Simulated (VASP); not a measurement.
SnSe (rocksalt type), 2 atoms in the cell. The structure is cubic, space group Fm-3m (No. 225). The conventional cell has a = 6.062 Å, b = 6.062 Å, c = 6.062 Å, α = 90.00°, β = 90.00°, γ = 90.00°. Sn (site symmetry m-3m) has 6 Se at 3.03 Å within 4.0 Å. Se (site symmetry m-3m) has 6 Sn at 3.03 Å within 4.0 Å. 

```yaml
Program: VASP 6.6.1
Task: single point
Functional: PBE
Potentials_or_basis: VASP PAW PBE potentials, release 64 (Sn_d, Se)
Cutoff: 520 eV
k_mesh: 14 × 14 × 14
Occupations: fermi-dirac, width 0.1 eV
Spin: no spin polarisation
Dipole_correction: no
Further_INCAR_settings: ALGO = Normal; EDIFF = 1e-06; NBANDS = 17
```

Potentials or basis: VASP PAW PBE potentials, release 64 (Sn_d, Se).

Run with:

```console
$ cat potpaw_PBE.64/Sn_d/POTCAR potpaw_PBE.64/Se/POTCAR > POTCAR
$ mpirun -np 1 vasp_std > vasp.out
```

Hardware: 1 thread of AMD EPYC 9R45 96-Core Processor (Zen 5), on a shared host.

How long does it take, and how much memory?

Run time: 46 s on 1 thread of AMD EPYC 9R45 96-Core Processor (Zen 5), on a shared host, peak memory 0.21 GiB. Counts: scf iterations 12, k points 104.
